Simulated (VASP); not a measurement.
# InAs (F-43m) in VASP: a series of runs

InAs is run at these levels: r2SCAN; tasks: single point, relaxation of cell and atoms.

Everything below comes from runs of VASP 6.6.1. Logs are shortened: lines on timing, memory, paths and dates and some standing lists are left out, and cuts for length are marked.

## Step 1: The cell of the first run

The structure is cubic, space group F-43m (No. 216). Conventional cell: a = 6.110 Å, b = 6.110 Å, c = 6.110 Å, α = 90.00°, β = 90.00°, γ = 90.00°. Within 3.5 Å of In (site symmetry -43m) lie 4 As at 2.65 Å. Within 3.5 Å of As (site symmetry -43m) lie 4 In at 2.65 Å.

## Step 2: Single point, r2SCAN

POSCAR

```
InAs
1.0
    0.0000000000      3.0547584641      3.0547584641
    3.0547584641      0.0000000000      3.0547584641
    3.0547584641      3.0547584641      0.0000000000
In As
1 1
Direct
    0.0000000000      0.0000000000      0.0000000000
    0.7500000000      0.7500000000      0.7500000000
```

INCAR.step1

```
SYSTEM = InAs
PREC     = Accurate       ! precision mode
ENCUT    = 520            ! plane-wave cutoff, eV
ISMEAR   = -1             ! smearing method
SIGMA    = 0.1            ! smearing width, eV
LREAL    = .False.        ! projectors in reciprocal space
LASPH    = .True.         ! aspherical terms in the spheres
NELM     = 60             ! most SCF steps
NBANDS   = 16             ! bands
GGA      = PE             ! functional
ALGO     = Normal         ! electronic algorithm
EDIFF    = 1E-4           ! SCF threshold, eV
LWAVE    = .True.         ! write WAVECAR
LCHARG   = .False.        ! write CHGCAR
```

INCAR.step2

```
SYSTEM = InAs
PREC     = Accurate       ! precision mode
ENCUT    = 520            ! plane-wave cutoff, eV
EDIFF    = 1E-6           ! SCF threshold, eV
ISMEAR   = -1             ! smearing method
SIGMA    = 0.1            ! smearing width, eV
LREAL    = .False.        ! projectors in reciprocal space
LASPH    = .True.         ! aspherical terms in the spheres
NELM     = 60             ! most SCF steps
ALGO     = Normal         ! electronic algorithm
ISIF     = 2              ! what is computed and relaxed
LWAVE    = .False.        ! write WAVECAR
LCHARG   = .False.        ! write CHGCAR
METAGGA  = R2SCAN         ! meta-GGA
LMIXTAU  = .True.       
NBANDS   = 16             ! bands
ISTART   = 1
```

KPOINTS

```
Automatic mesh
0
Gamma
  10 10 10
  0 0 0
```

Potentials or basis: VASP PAW PBE potentials, release 64 (In_d, As).

Command:

```sh
cat potpaw_PBE.64/In_d/POTCAR potpaw_PBE.64/As/POTCAR > POTCAR
cp INCAR.step1 INCAR
mpirun -np 1 vasp_std > vasp.out
cp INCAR.step2 INCAR
mpirun -np 1 vasp_std > vasp.out
```

OUTCAR:

```text
SYSTEM = InAs
   PREC = Accurate
   ENCUT = 520
   EDIFF = 1E-6
   ISMEAR = -1
   LREAL = .False.
   LASPH = .True.
   NELM = 60
   ISIF = 2
   METAGGA = R2SCAN
   ISTART = 1

 ion  position               nearest neighbor table
   1  0.000  0.000  0.000-   2 2.65   2 2.65   2 2.65   2 2.65
   2  0.750  0.750  0.750-   1 2.65   1 2.65   1 2.65   1 2.65

  LATTYP: Found a face centered cubic cell.
 ALAT       =     6.1095169282

  Lattice vectors:

 A1 = (   0.0000000000,   3.0547584641,   3.0547584641)
 A2 = (   3.0547584641,   0.0000000000,   3.0547584641)
 A3 = (   3.0547584641,   3.0547584641,   0.0000000000)

Analysis of symmetry for initial positions (statically):
=====================================================================
 Subroutine PRICEL returns:
 Original cell was already a primitive cell.

 Routine SETGRP: Setting up the symmetry group for a
 face centered cubic supercell.

 Subroutine GETGRP returns: Found 24 space group operations
 (whereof 24 operations were pure point group operations)
 out of a pool of 48 trial point group operations.

The static configuration has the point symmetry T_d .

Analysis of symmetry for dynamics (positions and initial velocities):
=====================================================================
 Subroutine PRICEL returns:
 Original cell was already a primitive cell.

 Routine SETGRP: Setting up the symmetry group for a
 face centered cubic supercell.

 Subroutine GETGRP returns: Found 24 space group operations
 (whereof 24 operations were pure point group operations)
 out of a pool of 48 trial point group operations.

The dynamic configuration has the point symmetry T_d .

 Subroutine INISYM returns: Found 24 space group operations
 (whereof 24 operations are pure point group operations),
 and found     1 'primitive' translations

----------------------------------------------------------------------------------------

                                     Primitive cell

  volume of cell :      57.0113

  direct lattice vectors                    reciprocal lattice vectors
     0.000000000  3.054758464  3.054758464    -0.163679062  0.163679062  0.163679062
     3.054758464  0.000000000  3.054758464     0.163679062 -0.163679062  0.163679062
     3.054758464  3.054758464  0.000000000     0.163679062  0.163679062 -0.163679062

  length of vectors
     4.320080850  4.320080850  4.320080850     0.283500451  0.283500451  0.283500451

  position of ions in fractional coordinates (direct lattice)
     0.000000000  0.000000000  0.000000000
     0.750000000  0.750000000  0.750000000

  ion indices of the primitive-cell ions
   primitive index   ion index
                 1           1
                 2           2

----------------------------------------------------------------------------------------

 KPOINTS: Automatic mesh

Automatic generation of k-mesh.
 Grid dimensions read from file:
 generate k-points for:   10   10   10

 Generating k-lattice:

  Cartesian coordinates                     Fractional coordinates (reciprocal lattice)
    -0.016367906  0.016367906  0.016367906     0.100000000  0.000000000  0.000000000
     0.016367906 -0.016367906  0.016367906     0.000000000  0.100000000  0.000000000
     0.016367906  0.016367906 -0.016367906     0.000000000  0.000000000  0.100000000

  Length of vectors
     0.028350045  0.028350045  0.028350045

  Shift w.r.t. Gamma in fractional coordinates (k-lattice)
     0.000000000  0.000000000  0.000000000

 Subroutine IBZKPT returns following result:
 ===========================================

 Found     47 irreducible k-points:

 Following reciprocal coordinates:
            Coordinates               Weight
  0.000000  0.000000  0.000000      1.000000
  0.100000  0.000000  0.000000      8.000000
  0.200000  0.000000  0.000000      8.000000
  0.300000  0.000000  0.000000      8.000000
  0.400000  0.000000  0.000000      8.000000
  0.500000  0.000000  0.000000      4.000000
[... 16 lines left out ...]
  0.300000  0.300000  0.000000      6.000000
  0.400000  0.300000  0.000000     24.000000
 [... further k-points ...]
   k-points           NKPTS =     47   k-points in BZ     NKDIM =     47   number of bands    NBANDS=     16
   number of dos      NEDOS =    301   number of ions     NIONS =      2
   total plane-waves  NPLWV =  32768
   dimension x,y,z NGX =    32 NGY =   32 NGZ =   32
   dimension x,y,z NGXF=    64 NGYF=   64 NGZF=   64
   ions per type =               1   1
   NGX,Y,Z   is equivalent  to a cutoff of  12.31, 12.31, 12.31 a.u.
   NGXF,Y,Z  is equivalent  to a cutoff of  24.63, 24.63, 24.63 a.u.
 SYSTEM =  InAs
   PREC   = accura    normal or accurate (medium, high low for compatibility)
   ISTART =      1    job   : 0-new  1-cont  2-samecut
   ICHARG =      0    charge: 1-file 2-atom 10-const
   ISPIN  =      1    spin polarized calculation?
   LNONCOLLINEAR =      F non collinear calculations
   LSORBIT =      F    spin-orbit coupling
   LASPH  =      T    aspherical Exc in radial PAW
   ENCUT  =  520.0 eV  38.22 Ry    6.18 a.u.   8.03  8.03  8.03*2*pi/ulx,y,z
   NELM   =     60;   NELMIN=  2; NELMDL=  0     # of ELM steps
   EDIFF  = 0.1E-05   stopping-criterion for ELM
   LREAL  =      F    real-space projection
   EDIFFG = 0.1E-04   stopping-criterion for IOM
   NSW    =      0    number of steps for IOM
   IBRION =     -1    ionic relax: 0-MD 1-quasi-New 2-CG
   NFREE  =      0    steps in history (QN), initial steepest desc. (CG)
   ISIF   =      2    stress and relaxation
   ISYM   =      2    0-nonsym 1-usesym 2-fastsym
   POTIM  = 0.5000    time-step for ionic-motion
   TEBEG  =    0.0;   TEEND  =   0.0 temperature during run
   PSTRESS=    0.0 pullay stress
   NELECT =      18.0000    total number of electrons
   NUPDOWN=      -1.0000    fix difference up-down
   EMIN   =  10.00;   EMAX   =-10.00  energy-range for DOS
   EFERMI =   0.00;   METHOD = LEGACY
   ISMEAR =    -1;   SIGMA  =   0.10  broadening in eV -4-tet -1-fermi 0-gaus
   EFERMI_NEDOS =   21; number of points for ismear=-14 and -15
   IALGO  =     38    algorithm
   IMIX   =      4    mixing-type and parameters
     AMIX     =   0.40;   BMIX     =  1.00
     AMIX_MAG =   1.60;   BMIX_MAG =  1.00
  volume/ion in A,a.u.               =      28.51       192.37
  Fermi-wavevector in a.u.,A,eV,Ry     =   1.114753  2.106578 16.907621  1.242675
  Thomas-Fermi vector in A             =   2.251351
   LORBIT       =      0    0 simple, 1 ext, 2 COOP (PROOUT), +10 PAW based schemes
   METAGGA = R2SCAN    functional components
   LHFCALC =     F    Hartree Fock is set to
   AEXX    =    0.0000 exact exchange contribution
   IVDW    =     0    specifies the selected vdW correction
   LEPSILON=     F    determine dielectric tensor
   LRPA    =     F    only Hartree local field effects (RPA)
 non-spin polarized calculation
  energy-cutoff  :      520.00
  volume of cell :       57.01
 maximum number of plane-waves:      1572
   NGX = 17   NGY = 17   NGZ = 17

 number of electron      17.9999996 magnetization

 Free energy of the ion-electron system (eV)
  ---------------------------------------------------
  ext. energy  EPLUGINS =         0.00000000
  ---------------------------------------------------
  free energy    TOTEN  =       -38.06192495 eV

  energy without entropy =      -38.06099574  energy(sigma->0) =      -38.06146035

 E-fermi :   4.2216     XC(G=0):  -9.5158

 val. band max:        4.0429523365   @ k =   0.0000   0.0000   0.0000
 cond. band min:       5.1146601072   @ k =   0.1000   0.0000   0.0000
 fundamental gap:      1.0717077707
 Fermi energy:         4.2216436372

 k-point     1 :       0.0000    0.0000    0.0000
  band No.  band energies     occupation
      1     -10.8269      2.00000
      2     -10.8269      2.00000
      3     -10.8269      2.00000
      4     -10.6926      2.00000
      5     -10.6926      2.00000
      6      -8.1357      2.00000
[... 8 lines left out ...]
     15      14.0610      0.00000
     16      14.0610      0.00000

 k-point     2 :       0.1000    0.0000    0.0000
  band No.  band energies     occupation
      1     -10.8397      2.00000
      2     -10.8232      2.00000
      3     -10.8232      2.00000
      4     -10.6927      2.00000
      5     -10.6927      2.00000
      6      -8.0318      2.00000
[... 8 lines left out ...]
     15      13.3859      0.00000
     16      13.3859      0.00000

 k-point     3 :       0.2000    0.0000    0.0000
  band No.  band energies     occupation
      1     -10.8716      2.00000
      2     -10.8140      2.00000
      3     -10.8140      2.00000
      4     -10.6923      2.00000
      5     -10.6923      2.00000
      6      -7.7375      2.00000
[... 8 lines left out ...]
     15      12.9276      0.00000
     16      12.9969      0.00000

 k-point     4 :       0.3000    0.0000    0.0000
  band No.  band energies     occupation
      1     -10.9085      2.00000
      2     -10.8040      2.00000
      3     -10.8040      2.00000
      4     -10.6903      2.00000
      5     -10.6903      2.00000
      6      -7.3115      2.00000
[... 8 lines left out ...]
     15      13.2275      0.00000
     16      13.2275      0.00000

 k-point     5 :       0.4000    0.0000    0.0000
  band No.  band energies     occupation
      1     -10.9365      2.00000
      2     -10.7972      2.00000
      3     -10.7972      2.00000
      4     -10.6872      2.00000
      5     -10.6872      2.00000
      6      -6.8839      2.00000
[... 8 lines left out ...]
     15      14.2446      0.00000
     16      14.2446      0.00000

 k-point     6 :       0.5000    0.0000    0.0000
  band No.  band energies     occupation
      1     -10.9468      2.00000
      2     -10.7950      2.00000
      3     -10.7950      2.00000
      4     -10.6857      2.00000
      5     -10.6857      2.00000
      6      -6.6882      2.00000
[... 8 lines left out ...]
     15      15.2363      0.00000
     16      15.2363      0.00000
[... 267 lines left out ...]
 k-point    21 :      -0.3000    0.2000    0.0000
  band No.  band energies     occupation
      1     -10.9454      2.00000
      2     -10.7890      2.00000
      3     -10.7875      2.00000
      4     -10.6932      2.00000
      5     -10.6900      2.00000
      6      -6.7591      2.00000
[... 8 lines left out ...]
     15      14.0776      0.00000
     16      15.4904      0.00000

 k-point    22 :      -0.2000    0.2000    0.0000
  band No.  band energies     occupation
      1     -10.9208      2.00000
      2     -10.7989      2.00000
      3     -10.7949      2.00000
      4     -10.6963      2.00000
      5     -10.6882      2.00000
      6      -7.1663      2.00000
[... 8 lines left out ...]
     15      14.2753      0.00000
     16      15.0610      0.00000

 k-point    23 :       0.3000    0.3000    0.0000
  band No.  band energies     occupation
      1     -10.9519      2.00000
      2     -10.7761      2.00000
      3     -10.7760      2.00000
      4     -10.7144      2.00000
      5     -10.6782      2.00000
      6      -7.0346      2.00000
[... 8 lines left out ...]
     15      15.0343      0.00000
     16      16.3205      0.00000

 k-point    24 :       0.4000    0.3000    0.0000
  band No.  band energies     occupation
      1     -10.9721      2.00000
      2     -10.7684      2.00000
      3     -10.7664      2.00000
      4     -10.7171      2.00000
      5     -10.6760      2.00000
      6      -6.6915      2.00000
[... 8 lines left out ...]
     15      15.5312      0.00000
     16      16.5002      0.00000

 [... further k-points ...]
[... 5 lines left out ...]
  --------------------------------------------------------------------------------------
  -------------------------------------------------------------------------------------
  Total        0.0004173      0.0004173      0.0004173      0.0000000      0.0000000     -0.0000000
  in kB        0.0117280      0.0117280      0.0117280      0.0000000      0.0000000     -0.0000000
  external PRESSURE =       0.0117280 kB  Pullay stress =       0.0000000 kB

 VOLUME and BASIS-vectors are now :
 -----------------------------------------------------------------------------
  energy-cutoff  :      520.00
  volume of cell :       57.01
      direct lattice vectors                 reciprocal lattice vectors
     0.000000000  3.054758464  3.054758464    -0.163679062  0.163679062  0.163679062
     3.054758464  0.000000000  3.054758464     0.163679062 -0.163679062  0.163679062
     3.054758464  3.054758464  0.000000000     0.163679062  0.163679062 -0.163679062

 POSITION                                       TOTAL-FORCE (eV/Angst)
 -----------------------------------------------------------------------------------
      0.00000      0.00000      0.00000        -0.000000     -0.000000     -0.000000
      4.58214      4.58214      4.58214         0.000000      0.000000      0.000000
 -----------------------------------------------------------------------------------
    total drift:                                0.000002      0.000002      0.000002

  FREE ENERGIE OF THE ION-ELECTRON SYSTEM (eV)
  ---------------------------------------------------
  free  energy   TOTEN  =       -38.0619249549 eV

  energy  without entropy=      -38.0609957383  energy(sigma->0) =      -38.06146035
```

Wall time 1.7 min (1 thread of Intel Xeon Platinum 8488C (Sapphire Rapids), shared host); peak memory 0.21 GiB.

Results:

```
Free energy : -38.0619 eV
Pressure    : 0.0 GPa
```

Caveat: the PAW data sets were made with another functional, which shifts forces and pressure a little; spin-orbit coupling is left out, which moves the levels of the heavy elements.

## Step 3: Relaxation of cell and atoms, r2SCAN

This run uses another cell than the first one, of 27.49 Å³/atom, 0.964 times its volume.

POSCAR

```
InAs
1.0
    0.0000000000      3.0180000000      3.0180000000
    3.0180000000      0.0000000000      3.0180000000
    3.0180000000      3.0180000000      0.0000000000
In As
1 1
Direct
    0.0000000000      0.0000000000      0.0000000000
    0.7500000000      0.7500000000      0.7500000000
```

INCAR.step1

```
PREC = Accurate
ENCUT = 600
ISMEAR = -1
SIGMA = 0.1
LREAL = F
LASPH = T
NELM = 80
GGA = PE
ALGO = Normal
EDIFF = 1E-4
LWAVE = T
LCHARG = F
```

INCAR.step2

```
PREC = Accurate
ENCUT = 600
EDIFF = 1E-6
ISMEAR = -1
SIGMA = 0.1
LREAL = F
LASPH = T
NELM = 80
ALGO = Normal
ISIF = 3
LWAVE = F
LCHARG = F
METAGGA = R2SCAN
LMIXTAU = T
IBRION = 2
NSW = 100
EDIFFG = -0.002
ISTART = 1
```

KPOINTS

```
regular mesh
0
Gamma
  10 10 10
```

Potentials or basis: VASP PAW PBE potentials, release 64 (In_d, As).

Command:

```sh
cat potpaw_PBE.64/In_d/POTCAR potpaw_PBE.64/As/POTCAR > POTCAR
cp INCAR.step1 INCAR
mpirun -np 1 vasp_std > vasp.out
cp INCAR.step2 INCAR
mpirun -np 1 vasp_std > vasp.out
```

Run time: 15 min. Hardware: 1 thread of Intel Xeon Platinum 8488C (Sapphire Rapids), shared host; peak memory 0.26 GiB.

The run converged. Its results:

| Quantity | Value |
| --- | --- |
| Free energy | -38.0627 eV |
| Relaxed volume | 28.51 Å³/atom |
| Relaxed cell | a = 4.320 Å, b = 4.320 Å, c = 4.320 Å, α = 60.00°, β = 60.00°, γ = 60.00° |
| Space group after relaxing (to 0.05 Å) | F-43m (No. 216) |
| Energy gained by relaxing | 7.1 meV/atom |
| Ionic steps | 16 |
| Pressure after relaxing | 0.0 GPa |

Step by step:
```
step  energy change (eV)  largest force (eV/Å)  pressure (GPa)  volume (Å³)
   1              0.0000                0.0000            2.30        54.98
   2             -0.0102                0.0000           -1.82        58.18
   3             -0.0142                0.0000           -0.02        57.05
   4             -0.0142                0.0000            0.03        57.01
   5             -0.0142                0.0000            0.02        57.01
   6             -0.0142                0.0000            0.03        57.01
   7             -0.0142                0.0000            0.02        57.01
   8             -0.0142                0.0000            0.02        57.01
   9             -0.0142                0.0000            0.02        57.01
  10             -0.0142                0.0000            0.02        57.01
  11             -0.0142                0.0000            0.02        57.01
  12             -0.0142                0.0000            0.02        57.01
  13             -0.0142                0.0000            0.02        57.01
  14             -0.0142                0.0000            0.02        57.01
  15             -0.0142                0.0000            0.03        57.02
  16             -0.0142                0.0000            0.00        57.02
```

Final structure:
```
In As
1.0
     0.00000    3.05498    3.05498
     3.05498    0.00000    3.05498
     3.05498    3.05498    0.00000
In As
1 1
Direct
  0.00000 0.00000 0.00000
  0.75000 0.75000 0.75000
```

Levels at points of the mesh, in eV from the Fermi level:
| k point | band 5 | band 6 | band 7 | band 8 | band 9 | band 10 | band 11 | band 12 | band 13 |
| --- | --- | --- | --- | --- | --- | --- | --- | --- | --- |
| (0.00, 0.00, 0.00) | -14.91 | -12.36 | -0.26 | -0.26 | -0.26 | -0.18 | 4.00 | 4.00 | 4.00 |
| (0.50, 0.00, 0.00) | -14.91 | -10.91 | -5.98 | -1.23 | -1.23 | 0.99 | 4.77 | 4.77 | 6.98 |
| (0.50, 0.50, 0.00) | -14.89 | -10.38 | -6.06 | -2.55 | -2.55 | 1.62 | 2.09 | 9.36 | 9.46 |

Caveat: the PAW data sets were made with another functional, which shifts forces and pressure a little; spin-orbit coupling is left out, which moves the levels of the heavy elements. Zero-point motion and thermal expansion aren't in these numbers.
